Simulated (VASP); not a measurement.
GeP5:

```xyz
6
Lattice="0.0000 3.8176 3.8176 3.8176 0.0000 3.8176 3.8176 3.8176 0.0000" Properties=species:S:1:pos:R:3 pbc="T T T"
Ge    0.0000    0.0000    0.0000
P     5.7264    5.7264    5.7264
P     4.7720    4.7720    2.8632
P     4.7720    2.8632    4.7720
P     2.8632    4.7720    4.7720
P     2.8632    2.8632    2.8632
```

The cell was generated, and may not be a known phase.

```yaml
Program: VASP 6.6.1
Task: relaxation of cell and atoms
Functional: PBE
Potentials_or_basis: VASP PAW PBE potentials, release 64 (Ge_d, P)
Cutoff: 600 eV
k_mesh: 4 × 4 × 4
Occupations: gaussian, width 0.1 eV
Spin: no spin polarisation
```

At the start: pressure -10.0 GPa; volume 18.55 Å³/atom.

**Question.** How do energy, volume and symmetry change on relaxing?

**Answer.** Over 9 steps the energy falls by 110.5 meV/atom and the volume is 15.81 Å³/atom (-14.7 %); space group F-43m (No. 216, to 0.1 Å) before and after.

Step by step:
| step | energy change (eV) | largest force (eV/Å) | pressure (GPa) | volume (Å³) |
| --- | --- | --- | --- | --- |
| 1 | 0.0000 | 0.0015 | -10.04 | 111.27 |
| 2 | -0.6366 | 0.2012 | 0.14 | 93.58 |
| 3 | -0.6367 | 0.1997 | 0.02 | 93.74 |
| 4 | -0.6364 | 0.1970 | -0.27 | 94.07 |
| 5 | -0.6436 | 0.1775 | -0.14 | 93.96 |
| 6 | -0.6587 | 0.0734 | 0.47 | 93.63 |
| 7 | -0.6289 | 0.2668 | 2.88 | 92.98 |
| 8 | -0.6600 | 0.0174 | 0.77 | 93.52 |
| 9 | -0.6627 | 0.0003 | -0.17 | 94.88 |

Final structure:
```
Ge P
1.0
     0.00000    3.62011    3.62011
     3.62011    0.00000    3.62011
     3.62011    3.62011    0.00000
Ge P
1 5
Cartesian
  0.0000 0.0000 0.0000
  5.4302 5.4302 5.4302
  4.4911 4.4911 2.7491
  4.4911 2.7491 4.4911
  2.7491 4.4911 4.4911
  2.7491 2.7491 2.7491
```

Caveat: an odd number of electrons without spin polarisation forces a metal; a magnetic or distorted state may lie lower.
